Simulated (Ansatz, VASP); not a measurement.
**GaO in VASP and in Ansatz**

File INCAR:

```
PREC = Accurate ; ENCUT = 600
EDIFF = 1E-7 ; ISMEAR = 0
SIGMA = 0.02 ; LREAL = False
LASPH = True ; NELM = 120
ALGO = Normal ; ISIF = 3
LWAVE = False ; LCHARG = False
GGA = PS ; IBRION = 2
NSW = 100 ; EDIFFG = -0.005
GGA_COMPAT = False ; NELMIN = 4
```

Contents of KPOINTS:

```
Automatic mesh
0
Gamma
  12 12 2
```

The input POSCAR:

```
GaO
1.0
    3.0693346496      0.0000000000      0.0000000000
   -1.5346673248      2.6581217793      0.0000000000
    0.0000000000      0.0000000000     12.9772058136
Ga O
4 4
Direct
    0.3333333333      0.6666666667      0.1544505463
    0.6666666667      0.3333333333      0.6544505463
    0.3333333333      0.6666666667      0.3455494537
    0.6666666667      0.3333333333      0.8455494537
    0.3333333333      0.6666666667      0.5988959730
    0.6666666667      0.3333333333      0.0988959730
    0.3333333333      0.6666666667      0.9011040270
    0.6666666667      0.3333333333      0.4011040270
```

Input for Ansatz:

```yaml
crystal:
  lattice:
    - [3.0693346496, 0.0, 0.0]
    - [-1.5346673248, 2.6581217793, 0.0]
    - [0.0, 0.0, 12.9772058136]
  atoms:
    - { symbol: Ga, position: [0.3333333333, 0.6666666667, 0.1544505463] }
    - { symbol: Ga, position: [0.6666666667, 0.3333333333, 0.6544505463] }
    - { symbol: Ga, position: [0.3333333333, 0.6666666667, 0.3455494537] }
    - { symbol: Ga, position: [0.6666666667, 0.3333333333, 0.8455494537] }
    - { symbol: O, position: [0.3333333333, 0.6666666667, 0.598895973] }
    - { symbol: O, position: [0.6666666667, 0.3333333333, 0.098895973] }
    - { symbol: O, position: [0.3333333333, 0.6666666667, 0.901104027] }
    - { symbol: O, position: [0.6666666667, 0.3333333333, 0.401104027] }
basis:
  ecutwfc: 420
kpoints:
  mp_grid: { grid: [12, 12, 2] }
hamiltonian:
  xc: pbesol
scf:
  occupations: { method: gaussian, width: 0.02 }
output:
  forces: true
  stress: true
  eigenvalues: true
relax:
  adjacent_minimum: "off"
  f_tol: 0.005
  max_steps: 80
  cell: { stress_tol: 0.05 }
```

Alike in both runs: task relaxation of cell and atoms; functional PBEsol; k mesh 12 × 12 × 2; occupations gaussian, width 0.02 eV; no spin polarisation.

|  | VASP | Ansatz |
| --- | --- | --- |
| version | VASP 6.6.1 | Ansatz 0.2.0 |
| potentials or method | VASP PAW PBE potentials, release 64 (Ga_d, O), cutoff 600 eV | scalar-relativistic, plane waves, PAW |
| valence electrons in the cell | 76 | 76 |

Ansatz gave:

- gap on the k mesh at the Fermi level, each at its own relaxed structure (eV): 1.10
- relaxed volume (Å³/atom): 13.14
- relaxed length of the cell vector where the two differ most in proportion (Å): 12.882

Estimate VASP's values.

gap on the k mesh at the Fermi level, each at its own relaxed structure (eV): 1.03; relaxed volume (Å³/atom): 13.01; relaxed length of the cell vector where the two differ most in proportion (Å): 12.716.

VASP's potentials were made for PBE, not for PBEsol.
